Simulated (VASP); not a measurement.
# CdSe in VASP: a series of runs

The runs below take CdSe through single point, with PBEsol.

Everything below comes from runs of VASP 6.6.1. Logs are shortened: lines on timing, memory, paths and dates and some standing lists are left out, and cuts for length are marked.

### 1 The cell of the first run

Symmetry: I-4m2, No. 119, tetragonal system. Conventional cell: a = 4.301 Å, b = 4.301 Å, c = 6.052 Å, α = 90.00°, β = 90.00°, γ = 90.00°. Cd (site symmetry -4m2) has 4 Se at 2.63 Å within 3.5 Å. Within 3.5 Å of Se (site symmetry -4m2) lie 4 Cd at 2.63 Å.

### 2 Single point, PBEsol (z stretched by -0.5 %, x and y held)

INCAR

```
PREC = Accurate ; ENCUT = 520
EDIFF = 1E-6 ; ISMEAR = 0
SIGMA = 0.01 ; LREAL = F
LASPH = T ; NELM = 60
ALGO = Normal ; ISIF = 2
LWAVE = F ; LCHARG = F
GGA = PS ; NBANDS = 16
```

KPOINTS

```
regular mesh
0
Gamma
  6 6 6
```

POSCAR

```
CdSe
1.0
    0.0000000000      3.0413470752      3.0261403398
    3.0413470752      0.0000000000      3.0261403398
    3.0413470752      3.0413470752      0.0000000000
Cd Se
1 1
Direct
    0.0000000000      0.0000000000      0.0000000000
    0.7500000000      0.7500000000      0.7500000000
```

Potentials or basis: VASP PAW PBE potentials, release 64 (Cd, Se).

Command:

```console
cat potpaw_PBE.64/Cd/POTCAR potpaw_PBE.64/Se/POTCAR > POTCAR
mpirun -np 1 vasp_std > vasp.out
```

OUTCAR:

```text
PREC = Accurate
   ENCUT = 520
   EDIFF = 1E-6
   ISMEAR = 0
   LREAL = F
   LASPH = T
   NELM = 60
   ISIF = 2
   GGA = PS

 ion  position               nearest neighbor table
   1  0.000  0.000  0.000-   2 2.63   2 2.63   2 2.63   2 2.63
   2  0.750  0.750  0.750-   1 2.63   1 2.63   1 2.63   1 2.63

  LATTYP: Found a body centered tetragonal cell.
 ALAT       =     4.3011142816
 C/A-ratio  =     1.4071424946

  Lattice vectors:

 A1 = (   0.0000000000,  -3.0413470752,  -3.0261403398)
 A2 = (   0.0000000000,   3.0413470752,  -3.0261403398)
 A3 = (   3.0413470752,   0.0000000000,   3.0261403398)

Analysis of symmetry for initial positions (statically):
=====================================================================
 Subroutine PRICEL returns:
 Original cell was already a primitive cell.

 Routine SETGRP: Setting up the symmetry group for a
 body centered tetragonal supercell.

 Subroutine GETGRP returns: Found  8 space group operations
 (whereof  8 operations were pure point group operations)
 out of a pool of 16 trial point group operations.

The static configuration has the point symmetry D_2d.

Analysis of symmetry for dynamics (positions and initial velocities):
=====================================================================
 Subroutine PRICEL returns:
 Original cell was already a primitive cell.

 Routine SETGRP: Setting up the symmetry group for a
 body centered tetragonal supercell.

 Subroutine GETGRP returns: Found  8 space group operations
 (whereof  8 operations were pure point group operations)
 out of a pool of 16 trial point group operations.

The dynamic configuration has the point symmetry D_2d.

 Subroutine INISYM returns: Found  8 space group operations
 (whereof  8 operations are pure point group operations),
 and found     1 'primitive' translations

----------------------------------------------------------------------------------------

                                     Primitive cell

  volume of cell :      55.9823

  direct lattice vectors                    reciprocal lattice vectors
     0.000000000  3.041347075  3.026140340    -0.164400835  0.164400835  0.165226970
     3.041347075  0.000000000  3.026140340     0.164400835 -0.164400835  0.165226970
     3.041347075  3.041347075  0.000000000     0.164400835  0.164400835 -0.165226970

  length of vectors
     4.290374971  4.290374971  4.301114282     0.285228367  0.285228367  0.285228367

[... 73 lines left out ...]
   ICHARG =      2    charge: 1-file 2-atom 10-const
   ISPIN  =      1    spin polarized calculation?
   LNONCOLLINEAR =      F non collinear calculations
   LSORBIT =      F    spin-orbit coupling
   LASPH  =      T    aspherical Exc in radial PAW
   ENCUT  =  520.0 eV  38.22 Ry    6.18 a.u.   7.98  7.98  8.00*2*pi/ulx,y,z
   NELM   =     60;   NELMIN=  2; NELMDL= -5     # of ELM steps
   EDIFF  = 0.1E-05   stopping-criterion for ELM
   LREAL  =      F    real-space projection
   EDIFFG = 0.1E-04   stopping-criterion for IOM
   NSW    =      0    number of steps for IOM
   IBRION =     -1    ionic relax: 0-MD 1-quasi-New 2-CG
   NFREE  =      0    steps in history (QN), initial steepest desc. (CG)
   ISIF   =      2    stress and relaxation
   ISYM   =      2    0-nonsym 1-usesym 2-fastsym
   POTIM  = 0.5000    time-step for ionic-motion
   TEBEG  =    0.0;   TEEND  =   0.0 temperature during run
   PSTRESS=    0.0 pullay stress
   NELECT =      18.0000    total number of electrons
   NUPDOWN=      -1.0000    fix difference up-down
   EMIN   =  10.00;   EMAX   =-10.00  energy-range for DOS
   EFERMI =   0.00;   METHOD = LEGACY
   ISMEAR =     0;   SIGMA  =   0.01  broadening in eV -4-tet -1-fermi 0-gaus
   EFERMI_NEDOS =   21; number of points for ismear=-14 and -15
   IALGO  =     38    algorithm
   IMIX   =      4    mixing-type and parameters
     AMIX     =   0.40;   BMIX     =  1.00
     AMIX_MAG =   1.60;   BMIX_MAG =  1.00
  volume/ion in A,a.u.               =      27.99       188.89
  Fermi-wavevector in a.u.,A,eV,Ry     =   1.121541  2.119406 17.114159  1.257855
  Thomas-Fermi vector in A             =   2.258196
   LORBIT       =      0    0 simple, 1 ext, 2 COOP (PROOUT), +10 PAW based schemes
   GGA     = PS    functional components
   LHFCALC =     F    Hartree Fock is set to
   AEXX    =    0.0000 exact exchange contribution
   IVDW    =     0    specifies the selected vdW correction
   LEPSILON=     F    determine dielectric tensor
   LRPA    =     F    only Hartree local field effects (RPA)
 non-spin polarized calculation
 Gauss-broadening in eV      SIGMA  =   0.01
  energy-cutoff  :      520.00
  volume of cell :       55.98
 maximum number of plane-waves:      1524
   NGX = 15   NGY = 15   NGZ = 15

 number of electron      18.0000000 magnetization

 Free energy of the ion-electron system (eV)
  ---------------------------------------------------
  ext. energy  EPLUGINS =         0.00000000
  ---------------------------------------------------
  free energy    TOTEN  =        -6.17164260 eV

  energy without entropy =       -6.17164260  energy(sigma->0) =       -6.17164260

 E-fermi :   0.9799     XC(G=0):  -9.1201

 val. band max:        0.8652830585   @ k =   0.0000   0.0000   0.0000
 cond. band min:       1.3446993828   @ k =   0.0000   0.0000   0.0000
 fundamental gap:      0.4794163243
 Fermi energy:         0.9798782024

 k-point     1 :       0.0000    0.0000    0.0000
  band No.  band energies     occupation
      1     -11.7965      2.00000
      2      -7.0797      2.00000
      3      -7.0797      2.00000
      4      -7.0774      2.00000
      5      -6.6933      2.00000
      6      -6.6918      2.00000
[... 433 lines left out ...]
      3      -6.8495      2.00000
      4      -6.7979      2.00000
      5      -6.6476      2.00000
      6      -6.3501      2.00000
[... 8 lines left out ...]
     15      13.3553      0.00000
     16      14.0157      0.00000

 [... further k-points ...]
[... 5 lines left out ...]
  --------------------------------------------------------------------------------------
  -------------------------------------------------------------------------------------
  Total        0.1980256      0.1980256      0.2273868      0.0000000      0.0000000      0.0000000
  in kB        5.6673623      5.6673623      6.5076581      0.0000000      0.0000000      0.0000000
  external PRESSURE =       5.9474609 kB  Pullay stress =       0.0000000 kB

 VOLUME and BASIS-vectors are now :
 -----------------------------------------------------------------------------
  energy-cutoff  :      520.00
  volume of cell :       55.98
      direct lattice vectors                 reciprocal lattice vectors
     0.000000000  3.041347075  3.026140340    -0.164400835  0.164400835  0.165226970
     3.041347075  0.000000000  3.026140340     0.164400835 -0.164400835  0.165226970
     3.041347075  3.041347075  0.000000000     0.164400835  0.164400835 -0.165226970

 POSITION                                       TOTAL-FORCE (eV/Angst)
 -----------------------------------------------------------------------------------
      0.00000      0.00000      0.00000         0.000000      0.000000      0.000000
      4.56202      4.56202      4.53921        -0.000000     -0.000000     -0.000000
 -----------------------------------------------------------------------------------
    total drift:                                0.000000      0.000000      0.000000

  FREE ENERGIE OF THE ION-ELECTRON SYSTEM (eV)
  ---------------------------------------------------
  free  energy   TOTEN  =        -6.1716426041 eV

  energy  without entropy=       -6.1716426041  energy(sigma->0) =       -6.17164260
```

OSZICAR:

```text
N       E                     dE             d eps       ncg     rms          rms(c)
DAV:   1     0.106961306008E+03    0.10696E+03   -0.86963E+03   976   0.101E+03
DAV:   2    -0.251366146086E+01   -0.10947E+03   -0.10389E+03  1192   0.249E+02
DAV:   3    -0.653635505591E+01   -0.40227E+01   -0.40172E+01  1136   0.491E+01
DAV:   4    -0.655268081240E+01   -0.16326E-01   -0.16325E-01  1248   0.318E+00
DAV:   5    -0.655278138032E+01   -0.10057E-03   -0.10057E-03  1160   0.215E-01    0.604E+00
DAV:   6    -0.619633844953E+01    0.35644E+00   -0.56517E-01  1352   0.981E+00    0.485E+00
DAV:   7    -0.617293121053E+01    0.23407E-01   -0.13289E-01  1128   0.250E+00    0.218E+00
DAV:   8    -0.617170303206E+01    0.12282E-02   -0.13617E-02  1072   0.143E+00    0.225E-01
DAV:   9    -0.617159843210E+01    0.10460E-03   -0.14289E-03  1200   0.514E-01    0.431E-02
DAV:  10    -0.617161784317E+01   -0.19411E-04   -0.14840E-04  1168   0.158E-01    0.373E-02
DAV:  11    -0.617164311281E+01   -0.25270E-04   -0.45490E-05  1120   0.495E-02    0.163E-02
DAV:  12    -0.617164260406E+01    0.50875E-06   -0.16517E-06   912   0.170E-02
   1 F= -.61716426E+01 E0= -.61716426E+01  d E =-.242782E-61
```

stdout:

```text
POSCAR found type information on POSCAR CdSe
 POSCAR found :  2 types and       2 ions
 scaLAPACK will be used
 -----------------------------------------------------------------------------
|                                                                             |
|                                                                             |
|     You enforced a specific xc type in the INCAR file but a different       |
|     I HOPE YOU KNOW WHAT YOU ARE DOING!                                     |
|                                                                             |
 -----------------------------------------------------------------------------

 LDA part: xc-table for (Slater+PW92), standard interpolation
 POSCAR, INCAR and KPOINTS ok, starting setup
 FFT: planning ... GRIDC
 FFT: planning ... GRID_SOFT
 FFT: planning ... GRID
 WAVECAR not read
 entering main loop
```

Run time: 19 s. Hardware: 1 thread of Intel Xeon 6975P-C, shared host; peak memory 0.18 GiB.

Results:

| Quantity | Value |
| --- | --- |
| Free energy | -6.1716 eV |
| Pressure | 0.6 GPa |
| Band gap on the k mesh | 0.48 eV, direct |

Stress tensor (GPa, compression positive):
```
0.57 0.00 0.00
0.00 0.57 0.00
0.00 0.00 0.65
```

Levels at points of the mesh, in eV from the valence-band top:
| k point | band 6 | band 7 | band 8 | band 9 | band 10 | band 11 | band 12 | band 13 |
| --- | --- | --- | --- | --- | --- | --- | --- | --- |
| (0.00, 0.00, 0.00) | -7.56 | -0.02 | -0.02 | 0.00 | 0.48 | 5.84 | 5.84 | 5.84 |
| (0.50, 0.00, 0.00) | -7.26 | -4.49 | -0.79 | -0.77 | 2.28 | 6.33 | 6.37 | 7.28 |
| (0.50, 0.50, 0.00) | -7.19 | -4.15 | -1.92 | -1.92 | 2.97 | 3.64 | 9.02 | 10.14 |
| (0.50, 0.00, 0.50) | -7.20 | -4.17 | -1.90 | -1.90 | 2.98 | 3.68 | 8.98 | 10.12 |

Caveat: the cell differs from its parent crystal (z stretched by -0.5 %, x and y held); the PAW data sets were made with another functional, which shifts forces and pressure a little.

### 3 Single point, PBEsol (z stretched by +0.5 %, x and y held)

INCAR

```
SYSTEM = CdSe
ALGO = Normal ; EDIFF = 1E-6
ENCUT = 520 ; GGA = PS
ISIF = 2 ; ISMEAR = 0
LASPH = .True. ; LCHARG = .False.
LREAL = .False. ; LWAVE = .False.
NBANDS = 16 ; NELM = 100
PREC = Accurate ; SIGMA = 0.01
```

KPOINTS

```
k-points
0
Gamma
  6 6 6
  0 0 0
```

POSCAR

```
CdSe
1.0
    0.0000000000      3.0413470752      3.0565538106
    3.0413470752      0.0000000000      3.0565538106
    3.0413470752      3.0413470752      0.0000000000
Cd Se
1 1
Direct
    0.0000000000      0.0000000000      0.0000000000
    0.7500000000      0.7500000000      0.7500000000
```

Potentials or basis: VASP PAW PBE potentials, release 64 (Cd, Se).

Command:

```console
cat potpaw_PBE.64/Cd/POTCAR potpaw_PBE.64/Se/POTCAR > POTCAR
mpirun -np 1 vasp_std > vasp.out
```

It took 18 s on 1 thread of Intel Xeon 6975P-C, shared host; peak memory 0.19 GiB.

The run converged. Its results:

| Property | Result |
| --- | --- |
| Free energy | -6.1728 eV |
| Pressure | 0.1 GPa |
| Band gap on the k mesh | 0.46 eV, direct |

Stress tensor (GPa, compression positive):
```
0.09 0.00 0.00
0.00 0.09 0.00
0.00 0.00 0.00
```

Levels at points of the mesh, in eV from the valence-band top:
```csv
k point,band 5,band 6,band 7,band 8,band 9,band 10,band 11,band 12,band 13,band 14
"(0.00, 0.00, 0.00)",-7.53,-7.53,-0.02,0.00,0.00,0.46,5.85,5.85,5.85,9.57
"(0.50, 0.00, 0.00)",-7.50,-7.24,-4.43,-0.77,-0.75,2.27,6.34,6.37,7.26,9.85
"(0.50, 0.50, 0.00)",-7.47,-7.18,-4.13,-1.85,-1.85,3.01,3.69,8.92,10.09,10.09
"(0.50, 0.00, 0.50)",-7.47,-7.17,-4.10,-1.88,-1.87,3.00,3.65,8.96,10.06,10.12
```

Caveat: the cell differs from its parent crystal (z stretched by +0.5 %, x and y held); the PAW data sets were made with another functional, which shifts forces and pressure a little.

### 4 Single point, PBEsol (equal xy, yz and zx engineering shears of -0.5 %)

INCAR

```
PREC     = Accurate       # precision mode
ENCUT    = 520            # plane-wave cutoff, eV
EDIFF    = 1E-6           # SCF threshold, eV
ISMEAR   = 0              # smearing method
SIGMA    = 0.01           # smearing width, eV
LREAL    = F              # projectors in reciprocal space
LASPH    = T              # aspherical terms in the spheres
NELM     = 100            # most SCF steps
ALGO     = Normal         # electronic algorithm
ISIF     = 2              # what is computed and relaxed
LWAVE    = F              # write WAVECAR
LCHARG   = F              # write CHGCAR
GGA      = PS             # functional
NBANDS   = 16             # bands
```

KPOINTS

```
regular mesh
0
Gamma
  6 6 6
```

POSCAR

```
CdSe
1.0
   -0.0152067354      3.0337437075      3.0337437075
    3.0337437075     -0.0152067354      3.0337437075
    3.0337437075      3.0337437075     -0.0152067354
Cd Se
1 1
Direct
    0.0005043628      0.0005043628      0.0005043628
    0.7494956372      0.7494956372      0.7494956372
```

Command:

```console
cat potpaw_PBE.64/Cd/POTCAR potpaw_PBE.64/Se/POTCAR > POTCAR
mpirun -np 1 vasp_std > vasp.out
```

Run time: 21 s. Hardware: 1 thread of Intel Xeon 6975P-C, shared host; peak memory 0.19 GiB.

The run converged. Its results:

```
Free energy            : -6.1722 eV
Pressure               : 0.3 GPa
Largest force          : 0.003 eV/Å
Band gap on the k mesh : 0.46 eV, direct
```

Forces on the atoms (eV/Å):
```
Cd   0.002  0.002  0.002
Se  -0.002 -0.002 -0.002
```

Stress tensor (GPa, compression positive):
```
0.32 0.12 0.12
0.12 0.32 0.12
0.12 0.12 0.32
```

Levels at points of the mesh, in eV from the valence-band top:
```
           k point  band 7  band 8  band 9  band 10  band 11  band 12
(0.00, 0.00, 0.00)   -0.03   -0.03    0.00     0.46     5.80     5.80
(0.50, 0.00, 0.00)   -4.48   -0.79   -0.76     2.28     6.35     6.36
(0.50, 0.50, 0.00)   -4.15   -1.92   -1.88     2.97     3.65     8.95
(0.50, 0.50, 0.50)   -4.45   -0.80   -0.80     2.22     6.30     6.30
```

Caveat: the cell differs from its parent crystal (equal xy, yz and zx engineering shears of -0.5 %); the PAW data sets were made with another functional, which shifts forces and pressure a little.

[end of part 1 of 2]
